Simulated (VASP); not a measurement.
# In5Sb (F-43m) in VASP: density of states with PBE

Aim: the density of states of In5Sb with PBE.

Program: VASP 6.6.1. These are calculated values, not measurements. Logs are shortened: lines on timing, memory, paths and dates and some standing lists are left out, and cuts for length are marked.

## Step 1: The cell of the first run

The structure is cubic, space group F-43m (No. 216). The conventional cell has a = 8.874 Å, b = 8.874 Å, c = 8.874 Å, α = 90.00°, β = 90.00°, γ = 90.00°. Within 4.8 Å of In (site symmetry -43m) lie 12 In at 3.68 Å and 4 Sb at 3.84 Å. Within 4.1 Å of In (site symmetry 3m) lie 9 In at 3.13 to 3.68 Å and 3 Sb at 3.68 Å. Within 4.8 Å of Sb (site symmetry -43m) lie 16 In at 3.68 to 3.84 Å.

## Step 2: Density of states, PBE

Contents of POSCAR:

```
In5Sb
1.0
    0.0000000000      4.4367874626      4.4367874626
    4.4367874626      0.0000000000      4.4367874626
    4.4367874626      4.4367874626      0.0000000000
In Sb
5 1
Direct
    0.5000000000      0.5000000000      0.5000000000
    0.1247713289      0.6256860132      0.1247713289
    0.1247713289      0.1247713289      0.1247713289
    0.6256860132      0.1247713289      0.1247713289
    0.1247713289      0.1247713289      0.6256860132
    0.7500000000      0.7500000000      0.7500000000
```

Contents of INCAR.step1:

```
ALGO     = Fast           # electronic algorithm
EDIFF    = 1E-7           # SCF threshold, eV
ENCUT    = 520            # plane-wave cutoff, eV
GGA      = PE             # functional
ISIF     = 2              # what is computed and relaxed
ISMEAR   = 0              # smearing method
LASPH    = True           # aspherical terms in the spheres
LCHARG   = True           # write CHGCAR
LREAL    = False          # projectors in reciprocal space
LWAVE    = False          # write WAVECAR
NBANDS   = 44             # bands
NELM     = 60             # most SCF steps
PREC     = Accurate       # precision mode
SIGMA    = 0.1            # smearing width, eV
```

Contents of KPOINTS.step1:

```
k-points
0
Gamma
  8 8 8
```

Contents of INCAR.step2:

```
ALGO     = Fast           # electronic algorithm
EDIFF    = 1E-7           # SCF threshold, eV
ENCUT    = 520            # plane-wave cutoff, eV
GGA      = PE             # functional
ICHARG   = 11             # starting density
ISIF     = 2              # what is computed and relaxed
ISMEAR   = -5             # smearing method
LASPH    = True           # aspherical terms in the spheres
LCHARG   = False          # write CHGCAR
LORBIT   = 10             # projections on sites
LREAL    = False          # projectors in reciprocal space
LWAVE    = False          # write WAVECAR
NEDOS    = 1001           # points of the DOS
NELM     = 60             # most SCF steps
PREC     = Accurate       # precision mode
SIGMA    = 0.1            # smearing width, eV
```

Contents of KPOINTS.step2:

```
k-points
0
Gamma
  12 12 12
```

Potentials or basis: VASP PAW PBE potentials, release 64 (In_d, Sb).

The run is started by

```sh
$ cat potpaw_PBE.64/In_d/POTCAR potpaw_PBE.64/Sb/POTCAR > POTCAR
$ cp INCAR.step1 INCAR
$ cp KPOINTS.step1 KPOINTS
$ mpirun -np 1 vasp_std > vasp.out
$ cp INCAR.step2 INCAR
$ cp KPOINTS.step2 KPOINTS
$ mpirun -np 1 vasp_std > vasp.out
```

OUTCAR:

```text
EDIFF = 1E-7
   ENCUT = 520
   GGA = PE
   ICHARG = 11
   ISIF = 2
   ISMEAR = -5
   LASPH = True
   LORBIT = 10
   LREAL = False
   NELM = 60
   PREC = Accurate

 ion  position               nearest neighbor table
   1  0.500  0.500  0.500-   2 3.68   5 3.68   4 3.68   5 3.68   2 3.68   4 3.68   3 3.68   3 3.68
                             3 3.68   2 3.68   4 3.68   5 3.68   6 3.84   6 3.84   6 3.84   6 3.84
   2  0.125  0.626  0.125-   3 3.13   4 3.13   5 3.13   4 3.14   5 3.14   3 3.14   6 3.68   6 3.68
                             6 3.68   1 3.68   1 3.68   1 3.68
   3  0.125  0.125  0.125-   2 3.13   4 3.13   5 3.13   4 3.14   2 3.14   5 3.14   6 3.68   6 3.68
                             6 3.68   1 3.68   1 3.68   1 3.68
   4  0.626  0.125  0.125-   2 3.13   3 3.13   5 3.13   2 3.14   5 3.14   3 3.14   6 3.68   6 3.68
                             6 3.68   1 3.68   1 3.68   1 3.68
   5  0.125  0.125  0.626-   2 3.13   3 3.13   4 3.13   2 3.14   4 3.14   3 3.14   6 3.68   6 3.68
                             6 3.68   1 3.68   1 3.68   1 3.68
   6  0.750  0.750  0.750-   5 3.68   4 3.68   2 3.68   3 3.68   3 3.68   3 3.68   2 3.68   4 3.68
                             5 3.68   2 3.68   4 3.68   5 3.68   1 3.84   1 3.84   1 3.84   1 3.84

  LATTYP: Found a face centered cubic cell.
 ALAT       =     8.8735749252

  Lattice vectors:

 A1 = (   0.0000000000,   4.4367874626,   4.4367874626)
 A2 = (   4.4367874626,   0.0000000000,   4.4367874626)
 A3 = (   4.4367874626,   4.4367874626,   0.0000000000)

Analysis of symmetry for initial positions (statically):
=====================================================================
 Subroutine PRICEL returns:
 Original cell was already a primitive cell.

 Routine SETGRP: Setting up the symmetry group for a
 face centered cubic supercell.

 Subroutine GETGRP returns: Found 24 space group operations
 (whereof 24 operations were pure point group operations)
 out of a pool of 48 trial point group operations.

The static configuration has the point symmetry T_d .

Analysis of symmetry for dynamics (positions and initial velocities):
=====================================================================
 Subroutine PRICEL returns:
 Original cell was already a primitive cell.

 Routine SETGRP: Setting up the symmetry group for a
 face centered cubic supercell.

 Subroutine GETGRP returns: Found 24 space group operations
 (whereof 24 operations were pure point group operations)
 out of a pool of 48 trial point group operations.

The dynamic configuration has the point symmetry T_d .

 Subroutine INISYM returns: Found 24 space group operations
 (whereof 24 operations are pure point group operations),
 and found     1 'primitive' translations

----------------------------------------------------------------------------------------

                                     Primitive cell

  volume of cell :     174.6771

  direct lattice vectors                    reciprocal lattice vectors
     0.000000000  4.436787463  4.436787463    -0.112694152  0.112694152  0.112694152
     4.436787463  0.000000000  4.436787463     0.112694152 -0.112694152  0.112694152
     4.436787463  4.436787463  0.000000000     0.112694152  0.112694152 -0.112694152

  length of vectors
     6.274565003  6.274565003  6.274565003     0.195191997  0.195191997  0.195191997

  position of ions in fractional coordinates (direct lattice)
     0.500000000  0.500000000  0.500000000
     0.124771329  0.625686013  0.124771329
     0.124771329  0.124771329  0.124771329
     0.625686013  0.124771329  0.124771329
     0.124771329  0.124771329  0.625686013
     0.750000000  0.750000000  0.750000000

  ion indices of the primitive-cell ions
   primitive index   ion index
                 1           1
                 2           2
                 3           3
                 4           4
                 5           5
                 6           6

----------------------------------------------------------------------------------------

 KPOINTS: k-points

Automatic generation of k-mesh.
 Grid dimensions read from file:
 generate k-points for:   12   12   12

 Generating k-lattice:

  Cartesian coordinates                     Fractional coordinates (reciprocal lattice)
    -0.009391179  0.009391179  0.009391179     0.083333333  0.000000000  0.000000000
     0.009391179 -0.009391179  0.009391179     0.000000000  0.083333333  0.000000000
     0.009391179  0.009391179 -0.009391179     0.000000000  0.000000000  0.083333333

  Length of vectors
     0.016266000  0.016266000  0.016266000

  Shift w.r.t. Gamma in fractional coordinates (k-lattice)
     0.000000000  0.000000000  0.000000000

 TETIRR: Found    247 inequivalent tetrahedra from    10368

 Subroutine IBZKPT returns following result:
 ===========================================

 Found     72 irreducible k-points:

 Following reciprocal coordinates:
            Coordinates               Weight
  0.000000  0.000000  0.000000      1.000000
  0.083333  0.000000  0.000000      8.000000
  0.166667  0.000000  0.000000      8.000000
  0.250000  0.000000  0.000000      8.000000
  0.333333  0.000000  0.000000      8.000000
  0.416667  0.000000  0.000000      8.000000
[... 16 lines left out ...]
  0.500000  0.166667  0.000000     24.000000
 -0.416667  0.166667  0.000000     24.000000
 [... further k-points ...]
   k-points           NKPTS =     72   k-points in BZ     NKDIM =     72   number of bands    NBANDS=     42
   number of dos      NEDOS =   1001   number of ions     NIONS =      6
   total plane-waves  NPLWV = 110592
   dimension x,y,z NGX =    48 NGY =   48 NGZ =   48
   dimension x,y,z NGXF=    96 NGYF=   96 NGZF=   96
   ions per type =               5   1
   NGX,Y,Z   is equivalent  to a cutoff of  12.72, 12.72, 12.72 a.u.
   NGXF,Y,Z  is equivalent  to a cutoff of  25.44, 25.44, 25.44 a.u.
 SYSTEM =  unknown system
   PREC   = accura    normal or accurate (medium, high low for compatibility)
   ISTART =      0    job   : 0-new  1-cont  2-samecut
   ICHARG =     11    charge: 1-file 2-atom 10-const
   ISPIN  =      1    spin polarized calculation?
   LNONCOLLINEAR =      F non collinear calculations
   LSORBIT =      F    spin-orbit coupling
   LASPH  =      T    aspherical Exc in radial PAW
   ENCUT  =  520.0 eV  38.22 Ry    6.18 a.u.  11.67 11.67 11.67*2*pi/ulx,y,z
   NELM   =     60;   NELMIN=  2; NELMDL=  0     # of ELM steps
   EDIFF  = 0.1E-06   stopping-criterion for ELM
   LREAL  =      F    real-space projection
   EDIFFG = 0.1E-05   stopping-criterion for IOM
   NSW    =      0    number of steps for IOM
   IBRION =     -1    ionic relax: 0-MD 1-quasi-New 2-CG
   NFREE  =      0    steps in history (QN), initial steepest desc. (CG)
   ISIF   =      2    stress and relaxation
   ISYM   =      2    0-nonsym 1-usesym 2-fastsym
   POTIM  = 0.5000    time-step for ionic-motion
   TEBEG  =    0.0;   TEEND  =   0.0 temperature during run
   PSTRESS=    0.0 pullay stress
   NELECT =      70.0000    total number of electrons
   NUPDOWN=      -1.0000    fix difference up-down
   EMIN   =  10.00;   EMAX   =-10.00  energy-range for DOS
   EFERMI =   0.00;   METHOD = LEGACY
   ISMEAR =    -5;   SIGMA  =   0.10  broadening in eV -4-tet -1-fermi 0-gaus
   EFERMI_NEDOS =   21; number of points for ismear=-14 and -15
   IALGO  =     68    algorithm
   IMIX   =      4    mixing-type and parameters
     AMIX     =   0.40;   BMIX     =  1.00
     AMIX_MAG =   1.60;   BMIX_MAG =  1.00
  volume/ion in A,a.u.               =      29.11       196.46
  Fermi-wavevector in a.u.,A,eV,Ry     =   1.206967  2.280838 19.820565  1.456770
  Thomas-Fermi vector in A             =   2.342619
   LORBIT       =     10    0 simple, 1 ext, 2 COOP (PROOUT), +10 PAW based schemes
   GGA     = PE    functional components
   LHFCALC =     F    Hartree Fock is set to
   AEXX    =    0.0000 exact exchange contribution
   IVDW    =     0    specifies the selected vdW correction
   LEPSILON=     F    determine dielectric tensor
   LRPA    =     F    only Hartree local field effects (RPA)
 non-spin polarized calculation
 RMM-DIIS sequential band-by-band and
 Fermi weights with tetrahedron method with Bloechl corrections
  energy-cutoff  :      520.00
  volume of cell :      174.68
 maximum number of plane-waves:      4735

 number of electron      70.0000039 magnetization

 Free energy of the ion-electron system (eV)
  ---------------------------------------------------
  ext. energy  EPLUGINS =         0.00000000
  ---------------------------------------------------
  free energy    TOTEN  =       -16.07554675 eV

  energy without entropy =      -16.07554675  energy(sigma->0) =      -16.07554675

 E-fermi :   6.5238     XC(G=0):  -9.7558

 val. band max:        6.6257066884   @ k =  -0.4167   0.5000   0.0833
 cond. band min:       6.4738982489   @ k =   0.2500   0.1667   0.0000
 fundamental gap:     -0.1518084395
 Fermi energy:         6.5238430949

 k-point     1 :       0.0000    0.0000    0.0000
  band No.  band energies     occupation
      1      -8.4807      2.00000
      2      -8.3082      2.00000
      3      -8.3082      2.00000
      4      -8.3082      2.00000
      5      -8.2902      2.00000
      6      -8.2902      2.00000
[... 34 lines left out ...]
     41      11.1009      0.00000
     42      11.1009      0.00000

 k-point     2 :       0.0833    0.0000    0.0000
  band No.  band energies     occupation
      1      -8.4735      2.00000
      2      -8.3062      2.00000
      3      -8.3033      2.00000
      4      -8.3033      2.00000
      5      -8.2853      2.00000
      6      -8.2853      2.00000
[... 979 lines left out ...]
     41       9.7923      0.00000
     42       9.9082      0.00000

 k-point    24 :      -0.4167    0.1667    0.0000
  band No.  band energies     occupation
      1      -8.3525      2.00000
      2      -8.2754      2.00000
      3      -8.2499      2.00000
      4      -8.2148      2.00000
      5      -8.1160      2.00000
      6      -8.1022      2.00000
[... 34 lines left out ...]
     41       9.9340      0.00000
     42      10.5373      0.00000

 [... further k-points ...]
[... 5 lines left out ...]
  --------------------------------------------------------------------------------------
  -------------------------------------------------------------------------------------
  Total        0.1662906      0.1662906      0.1662906      0.0000000      0.0000000      0.0000000
  in kB        1.5252547      1.5252547      1.5252547      0.0000000      0.0000000      0.0000000
  external PRESSURE =       1.5252547 kB  Pullay stress =       0.0000000 kB

 VOLUME and BASIS-vectors are now :
 -----------------------------------------------------------------------------
  energy-cutoff  :      520.00
  volume of cell :      174.68
      direct lattice vectors                 reciprocal lattice vectors
     0.000000000  4.436787463  4.436787463    -0.112694152  0.112694152  0.112694152
     4.436787463  0.000000000  4.436787463     0.112694152 -0.112694152  0.112694152
     4.436787463  4.436787463  0.000000000     0.112694152  0.112694152 -0.112694152

 POSITION                                       TOTAL-FORCE (eV/Angst)
 -----------------------------------------------------------------------------------
      4.43679      4.43679      4.43679        -0.000000     -0.000000     -0.000000
      3.32962      1.10717      3.32962        -0.004646      0.004646     -0.004646
      1.10717      1.10717      1.10717         0.004646      0.004646      0.004646
      1.10717      3.32962      3.32962         0.004646     -0.004646     -0.004646
      3.32962      3.32962      1.10717        -0.004646     -0.004646      0.004646
      6.65518      6.65518      6.65518        -0.000000     -0.000000     -0.000000
 -----------------------------------------------------------------------------------
    total drift:                                0.018107      0.018107      0.018107

  FREE ENERGIE OF THE ION-ELECTRON SYSTEM (eV)
  ---------------------------------------------------
  free  energy   TOTEN  =       -16.0755467508 eV

  energy  without entropy=      -16.0755467508  energy(sigma->0) =      -16.07554675

 total charge

# of ion       s       p       d       tot
------------------------------------------
    1        1.080   0.320   9.841  11.240
    2        1.017   0.476   9.852  11.345
    3        1.017   0.476   9.852  11.345
    4        1.017   0.476   9.852  11.345
    5        1.017   0.476   9.852  11.345
    6        1.239   1.060   0.016   2.315
--------------------------------------------------
tot          6.385   3.284  49.264  58.933
```

Run time: 10 min. Hardware: 1 thread of Intel Xeon 6975P-C (Granite Rapids), shared host; peak memory 0.57 GiB.

What came out:

```yaml
Valence_electrons_inside_the_program's_atomic_spheres: In 11.24, 11.35; Sb 2.31
```

Caveat: spin-orbit coupling is left out, which moves the levels of the heavy elements; tetrahedron occupations give inexact forces and stress in metals.
